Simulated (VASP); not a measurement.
# In3Se (Pm-3m) in VASP: notebook

Runs on In3Se. Level: LDA. Tasks: single point.

Program: VASP 6.6.1. These are calculated values, not measurements. Logs are shortened: lines on timing, memory, paths and dates and some standing lists are left out, and cuts for length are marked.

### 1 The cell of the first run

The structure is cubic, space group Pm-3m (No. 221). The conventional cell has a = 4.706 Å, b = 4.706 Å, c = 4.706 Å, α = 90.00°, β = 90.00°, γ = 90.00°. In (site symmetry 4/mmm) has 8 In at 3.33 Å and 4 Se at 3.33 Å within 4.4 Å. Se (site symmetry m-3m) has 12 In at 3.33 Å within 4.4 Å.

### 2 Single point, LDA (volume scaled by 0.94)

The input, INCAR:

```
  ALGO = Normal
  EDIFF = 1E-7
  ENCUT = 520
  GGA = CA
  ISIF = 2
  ISMEAR = -1
  LASPH = True
  LCHARG = False
  LREAL = False
  LWAVE = False
  NBANDS = 30
  NELM = 100
  PREC = Accurate
  SIGMA = 0.05
```

The input, KPOINTS:

```
k-points
0
Gamma
  6 6 6
```

The input, POSCAR:

```
In3Se
1.0
    4.7056946064      0.0000000000      0.0000000000
    0.0000000000      4.7056946064      0.0000000000
    0.0000000000      0.0000000000      4.7056946064
In Se
3 1
Direct
    0.5000000000      0.5000000000      0.0000000000
    0.5000000000      0.0000000000      0.5000000000
    0.0000000000      0.5000000000      0.5000000000
    0.0000000000      0.0000000000      0.0000000000
```

Potentials or basis: VASP PAW LDA potentials, release 64 (In_d, Se).

Command:

```console
cat potpaw_LDA.64/In_d/POTCAR potpaw_LDA.64/Se/POTCAR > POTCAR
mpirun -np 1 vasp_std > vasp.out
```

OUTCAR:

```text
EDIFF = 1E-7
   ENCUT = 520
   GGA = CA
   ISIF = 2
   ISMEAR = -1
   LASPH = True
   LREAL = False
   NELM = 100
   PREC = Accurate

 ion  position               nearest neighbor table
   1  0.500  0.500  0.000-   2 3.33   3 3.33   4 3.33   2 3.33   3 3.33   2 3.33   4 3.33   2 3.33
                             3 3.33   4 3.33   3 3.33   4 3.33
   2  0.500  0.000  0.500-   1 3.33   3 3.33   4 3.33   1 3.33   4 3.33   1 3.33   3 3.33   1 3.33
                             3 3.33   4 3.33   4 3.33   3 3.33
   3  0.000  0.500  0.500-   1 3.33   2 3.33   4 3.33   1 3.33   4 3.33   2 3.33   4 3.33   4 3.33
                             1 3.33   2 3.33   1 3.33   2 3.33
   4  0.000  0.000  0.000-   1 3.33   2 3.33   3 3.33   2 3.33   3 3.33   1 3.33   3 3.33   3 3.33
                             1 3.33   2 3.33   2 3.33   1 3.33

  LATTYP: Found a simple cubic cell.
 ALAT       =     4.7056946064

  Lattice vectors:

 A1 = (   4.7056946064,   0.0000000000,   0.0000000000)
 A2 = (   0.0000000000,   4.7056946064,   0.0000000000)
 A3 = (   0.0000000000,   0.0000000000,   4.7056946064)

Analysis of symmetry for initial positions (statically):
=====================================================================
 Subroutine PRICEL returns:
 Original cell was already a primitive cell.

 Routine SETGRP: Setting up the symmetry group for a
 simple cubic supercell.

 Subroutine GETGRP returns: Found 48 space group operations
 (whereof 48 operations were pure point group operations)
 out of a pool of 48 trial point group operations.

The static configuration has the point symmetry O_h .

Analysis of symmetry for dynamics (positions and initial velocities):
=====================================================================
 Subroutine PRICEL returns:
 Original cell was already a primitive cell.

 Routine SETGRP: Setting up the symmetry group for a
 simple cubic supercell.

 Subroutine GETGRP returns: Found 48 space group operations
 (whereof 48 operations were pure point group operations)
 out of a pool of 48 trial point group operations.

The dynamic configuration has the point symmetry O_h .

 Subroutine INISYM returns: Found 48 space group operations
 (whereof 48 operations are pure point group operations),
 and found     1 'primitive' translations

----------------------------------------------------------------------------------------

                                     Primitive cell

  volume of cell :     104.2008

  direct lattice vectors                    reciprocal lattice vectors
     4.705694606  0.000000000  0.000000000     0.212508478  0.000000000  0.000000000
     0.000000000  4.705694606  0.000000000     0.000000000  0.212508478  0.000000000
     0.000000000  0.000000000  4.705694606     0.000000000  0.000000000  0.212508478

  length of vectors
     4.705694606  4.705694606  4.705694606     0.212508478  0.212508478  0.212508478

  position of ions in fractional coordinates (direct lattice)
     0.500000000  0.500000000  0.000000000
     0.500000000  0.000000000  0.500000000
     0.000000000  0.500000000  0.500000000
     0.000000000  0.000000000  0.000000000

  ion indices of the primitive-cell ions
   primitive index   ion index
                 1           1
                 2           2
                 3           3
                 4           4

----------------------------------------------------------------------------------------

 KPOINTS: k-points

Automatic generation of k-mesh.
 Grid dimensions read from file:
 generate k-points for:    6    6    6

 Generating k-lattice:

  Cartesian coordinates                     Fractional coordinates (reciprocal lattice)
     0.035418080  0.000000000  0.000000000     0.166666667  0.000000000  0.000000000
     0.000000000  0.035418080  0.000000000     0.000000000  0.166666667  0.000000000
     0.000000000  0.000000000  0.035418080     0.000000000  0.000000000  0.166666667

  Length of vectors
     0.035418080  0.035418080  0.035418080

  Shift w.r.t. Gamma in fractional coordinates (k-lattice)
     0.000000000  0.000000000  0.000000000

 Subroutine IBZKPT returns following result:
 ===========================================

 Found     20 irreducible k-points:

 Following reciprocal coordinates:
            Coordinates               Weight
  0.000000  0.000000  0.000000      1.000000
  0.166667  0.000000  0.000000      6.000000
  0.333333  0.000000  0.000000      6.000000
  0.500000  0.000000  0.000000      3.000000
  0.166667  0.166667  0.000000     12.000000
  0.333333  0.166667  0.000000     24.000000
[... 12 lines left out ...]
  0.500000  0.500000  0.333333      6.000000
  0.500000  0.500000  0.500000      1.000000
   k-points           NKPTS =     20   k-points in BZ     NKDIM =     20   number of bands    NBANDS=     30
   number of dos      NEDOS =    301   number of ions     NIONS =      4
   total plane-waves  NPLWV =  46656
   dimension x,y,z NGX =    36 NGY =   36 NGZ =   36
   dimension x,y,z NGXF=    72 NGYF=   72 NGZF=   72
   ions per type =               3   1
   NGX,Y,Z   is equivalent  to a cutoff of  12.72, 12.72, 12.72 a.u.
   NGXF,Y,Z  is equivalent  to a cutoff of  25.44, 25.44, 25.44 a.u.
 SYSTEM =  unknown system
   PREC   = accura    normal or accurate (medium, high low for compatibility)
   ISTART =      0    job   : 0-new  1-cont  2-samecut
   ICHARG =      2    charge: 1-file 2-atom 10-const
   ISPIN  =      1    spin polarized calculation?
   LNONCOLLINEAR =      F non collinear calculations
   LSORBIT =      F    spin-orbit coupling
   LASPH  =      T    aspherical Exc in radial PAW
   ENCUT  =  520.0 eV  38.22 Ry    6.18 a.u.   8.75  8.75  8.75*2*pi/ulx,y,z
   NELM   =    100;   NELMIN=  2; NELMDL= -5     # of ELM steps
   EDIFF  = 0.1E-06   stopping-criterion for ELM
   LREAL  =      F    real-space projection
   EDIFFG = 0.1E-05   stopping-criterion for IOM
   NSW    =      0    number of steps for IOM
   IBRION =     -1    ionic relax: 0-MD 1-quasi-New 2-CG
   NFREE  =      0    steps in history (QN), initial steepest desc. (CG)
   ISIF   =      2    stress and relaxation
   ISYM   =      2    0-nonsym 1-usesym 2-fastsym
   POTIM  = 0.5000    time-step for ionic-motion
   TEBEG  =    0.0;   TEEND  =   0.0 temperature during run
   PSTRESS=    0.0 pullay stress
   NELECT =      45.0000    total number of electrons
   NUPDOWN=      -1.0000    fix difference up-down
   EMIN   =  10.00;   EMAX   =-10.00  energy-range for DOS
   EFERMI =   0.00;   METHOD = LEGACY
   ISMEAR =    -1;   SIGMA  =   0.05  broadening in eV -4-tet -1-fermi 0-gaus
   EFERMI_NEDOS =   21; number of points for ismear=-14 and -15
   IALGO  =     38    algorithm
   IMIX   =      4    mixing-type and parameters
     AMIX     =   0.40;   BMIX     =  1.00
     AMIX_MAG =   1.60;   BMIX_MAG =  1.00
  volume/ion in A,a.u.               =      26.05       175.80
  Fermi-wavevector in a.u.,A,eV,Ry     =   1.237434  2.338411 20.833814  1.531242
  Thomas-Fermi vector in A             =   2.372001
   LORBIT       =      0    0 simple, 1 ext, 2 COOP (PROOUT), +10 PAW based schemes
   GGA     = CA    functional components
   LHFCALC =     F    Hartree Fock is set to
   AEXX    =    0.0000 exact exchange contribution
   IVDW    =     0    specifies the selected vdW correction
   LEPSILON=     F    determine dielectric tensor
   LRPA    =     F    only Hartree local field effects (RPA)
 non-spin polarized calculation
  energy-cutoff  :      520.00
  volume of cell :      104.20
 maximum number of plane-waves:      2832
 NGX is ok and might be reduce to    36
   NGX = 17   NGY = 17   NGZ = 17

 number of electron      45.0000016 magnetization

 Free energy of the ion-electron system (eV)
  ---------------------------------------------------
  ext. energy  EPLUGINS =         0.00000000
  ---------------------------------------------------
  free energy    TOTEN  =       -14.17180191 eV

  energy without entropy =      -14.16165230  energy(sigma->0) =      -14.16672710

 E-fermi :   6.4113     XC(G=0): -10.3040

 val. band max:        6.4020105099   @ k =   0.5000   0.1667   0.0000
 cond. band min:       6.4878464732   @ k =   0.1667   0.1667   0.0000
 fundamental gap:      0.0858359633
 Fermi energy:         6.4113269300

 k-point     1 :       0.0000    0.0000    0.0000
  band No.  band energies     occupation
      1      -8.4145      2.00000
      2      -8.3925      2.00000
      3      -8.3925      2.00000
      4      -8.3925      2.00000
      5      -8.2497      2.00000
      6      -8.2497      2.00000
[... 22 lines left out ...]
     29      11.8884      0.00000
     30      13.4271      0.00000

 k-point     2 :       0.1667    0.0000    0.0000
  band No.  band energies     occupation
      1      -8.3873      2.00000
      2      -8.3854      2.00000
      3      -8.3635      2.00000
      4      -8.3635      2.00000
      5      -8.2459      2.00000
      6      -8.2302      2.00000
[... 22 lines left out ...]
     29      12.5731      0.00000
     30      13.5471      0.00000

 k-point     3 :       0.3333    0.0000    0.0000
  band No.  band energies     occupation
      1      -8.3762      2.00000
      2      -8.3128      2.00000
      3      -8.2833      2.00000
      4      -8.2833      2.00000
      5      -8.2362      2.00000
      6      -8.1812      2.00000
[... 22 lines left out ...]
     29      12.5466      0.00000
     30      13.0229      0.00000

 k-point     4 :       0.5000    0.0000    0.0000
  band No.  band energies     occupation
      1      -8.3704      2.00000
      2      -8.2637      2.00000
      3      -8.2177      2.00000
      4      -8.1950      2.00000
      5      -8.1950      2.00000
      6      -8.1441      2.00000
[... 484 lines left out ...]
     29      13.4886      0.00000
     30      13.4957      0.00000

 k-point    19 :       0.5000    0.5000    0.3333
  band No.  band energies     occupation
      1      -8.3936      2.00000
      2      -8.2769      2.00000
      3      -8.2769      2.00000
      4      -8.2755      2.00000
      5      -8.2427      2.00000
      6      -8.2427      2.00000
[... 22 lines left out ...]
     29      13.6520      0.00000
     30      14.5659      0.00000

 k-point    20 :       0.5000    0.5000    0.5000
  band No.  band energies     occupation
      1      -8.4281      2.00000
      2      -8.2889      2.00000
      3      -8.2889      2.00000
      4      -8.2889      2.00000
      5      -8.2504      2.00000
      6      -8.2504      2.00000
[... 22 lines left out ...]
     29      14.7077      0.00000
     30      15.0033      0.00000

------------------------ aborting loop because EDIFF is reached ----------------------------------------

  FORCE on cell =-STRESS in cart. coord.  units (eV):
  Direction    XX          YY          ZZ          XY          YZ          ZX
  --------------------------------------------------------------------------------------
  -------------------------------------------------------------------------------------
  Total       -1.5820758     -1.5820758     -1.5820758      0.0000000      0.0000000     -0.0000000
  in kB      -24.3257739    -24.3257739    -24.3257739      0.0000000      0.0000000     -0.0000000
  external PRESSURE =     -24.3257739 kB  Pullay stress =       0.0000000 kB

 VOLUME and BASIS-vectors are now :
 -----------------------------------------------------------------------------
  energy-cutoff  :      520.00
  volume of cell :      104.20
      direct lattice vectors                 reciprocal lattice vectors
     4.705694606  0.000000000  0.000000000     0.212508478  0.000000000  0.000000000
     0.000000000  4.705694606  0.000000000     0.000000000  0.212508478  0.000000000
     0.000000000  0.000000000  4.705694606     0.000000000  0.000000000  0.212508478

 POSITION                                       TOTAL-FORCE (eV/Angst)
 -----------------------------------------------------------------------------------
      2.35285      2.35285      0.00000         0.000000      0.000000      0.000000
      2.35285      0.00000      2.35285         0.000000      0.000000      0.000000
      0.00000      2.35285      2.35285         0.000000      0.000000      0.000000
      0.00000      0.00000      0.00000         0.000000      0.000000      0.000000
 -----------------------------------------------------------------------------------
    total drift:                                0.000000      0.000000      0.000000

  FREE ENERGIE OF THE ION-ELECTRON SYSTEM (eV)
  ---------------------------------------------------
  free  energy   TOTEN  =       -14.1718019063 eV

  energy  without entropy=      -14.1616522959  energy(sigma->0) =      -14.16672710
```

Wall time 1.7 min (1 thread of AMD EPYC 7R13, shared host); peak memory 0.17 GiB.

Results:

```
Free energy : -14.1718 eV
Pressure    : -2.4 GPa
```

Levels at points of the mesh, in eV from the Fermi level:
```
           k point  band 21  band 22  band 23  band 24  band 25  band 26
(0.00, 0.00, 0.00)    -2.26    -2.26     1.11     1.11     1.11     4.21
(0.50, 0.00, 0.00)    -1.64    -1.10    -0.25    -0.25     1.26     3.85
(0.50, 0.50, 0.00)    -1.01    -0.69    -0.69     1.44     1.69     1.69
(0.50, 0.50, 0.50)    -4.50    -4.50    -3.46     3.12     3.12     3.12
```

Caveat: spin-orbit coupling is left out, which moves the levels of the heavy elements.

(Part 1 of 2 ends here.)
